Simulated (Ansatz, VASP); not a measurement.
## One calculation of RbBr, two programs

The input INCAR:

```
PREC = Accurate
ENCUT = 520
EDIFF = 1E-6
ISMEAR = -1
SIGMA = 0.05
LREAL = False
LASPH = True
NELM = 80
ALGO = Normal
ISIF = 2
LWAVE = False
LCHARG = True
GGA = PE
LELF = True
LVHAR = True
NBANDS = 15
```

File KPOINTS:

```
Automatic mesh
0
Gamma
  7 7 7
```

The input POSCAR:

```
RbBr
1.0
    0.0000000000      3.4942131424      3.4942131424
    3.4942131424      0.0000000000      3.4942131424
    3.4942131424      3.4942131424      0.0000000000
Rb Br
1 1
Direct
    0.0000000000      0.0000000000      0.0000000000
    0.5000000000      0.5000000000      0.5000000000
```

File input.yaml:

```yaml
crystal:
  lattice:
    - [0.0, 3.4942131424, 3.4942131424]
    - [3.4942131424, 0.0, 3.4942131424]
    - [3.4942131424, 3.4942131424, 0.0]
  atoms:
    - { symbol: Rb, position: [0.0, 0.0, 0.0] }
    - { symbol: Br, position: [0.5, 0.5, 0.5] }
kpoints:
  mp_grid: { grid: [7, 7, 7] }
scf:
  occupations: { method: fermi_dirac, width: 0.05 }
hamiltonian:
  xc: pbe
  pseudopotentials: { kind: all_electron, lapw: { basis_error: 0.0005 } }
output:
  forces: true
  stress: true
  eigenvalues: true
```

Change from the starting cell: volume scaled by 1.06.

Alike in both runs: task single point; functional PBE; k mesh 7 × 7 × 7; occupations fermi-dirac, width 0.05 eV; no spin polarisation.

|  | VASP | Ansatz |
| --- | --- | --- |
| version | VASP 6.6.1 | Ansatz 0.2.0 |
| potentials or method | VASP PAW PBE potentials, release 64 (Rb_sv, Br), cutoff 520 eV | all-electron LAPW, scalar-relativistic |

```csv
,VASP,Ansatz,Ansatz less VASP
gap on the k mesh at the Fermi level (eV),4.22,4.22,+0.002
least direct gap on the mesh (eV),4.22,4.22,+0.002
pressure (GPa),0.2,0.2,-0.02
```

Ansatz ran all-electron here, and VASP with PAW potentials.
